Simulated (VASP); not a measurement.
A run of VASP 6.6.1 is set up as follows.

The input INCAR:

```
SYSTEM = In2S
PREC = Accurate
ENCUT = 500
EDIFF = 1E-6
ISMEAR = 0
SIGMA = 0.15
LREAL = .False.
LASPH = .True.
NELM = 120
ALGO = Normal
ISIF = 2
LWAVE = .False.
LCHARG = .False.
GGA = PE
NBANDS = 23
GGA_COMPAT = .False.
```

File KPOINTS:

```
Automatic mesh
0
Gamma
  4 4 3
  0 0 0
```

The input POSCAR:

```
In2S
1.0
    4.9054876871      0.0000000000      0.0000000000
   -2.4527438435      4.2482769549      0.0000000000
    0.0000000000      0.0000000000      3.7648041998
In S
2 1
Direct
    0.3333333333      0.6666666667      0.5000000000
    0.6666666667      0.3333333333      0.5000000000
    0.0000000000      0.0000000000      0.0000000000
```

Potentials or basis: VASP PAW PBE potentials, release 64 (In_d, S).

Run with:

```bash
$ cat potpaw_PBE.64/In_d/POTCAR potpaw_PBE.64/S/POTCAR > POTCAR
$ mpirun -np 1 vasp_std > vasp.out
```

(1) Predict the pressure.

(2) Predict the band gap on the k mesh.

## Answers

(1) 0.3 GPa.

(2) zero (bands 16 and 17 overlap by 0.53 eV).

Caveat: the k points lie up to 0.56 Å⁻¹ apart, too coarse for converged energies and pressures of a metal; spin-orbit coupling is left out, which moves the levels of the heavy elements.
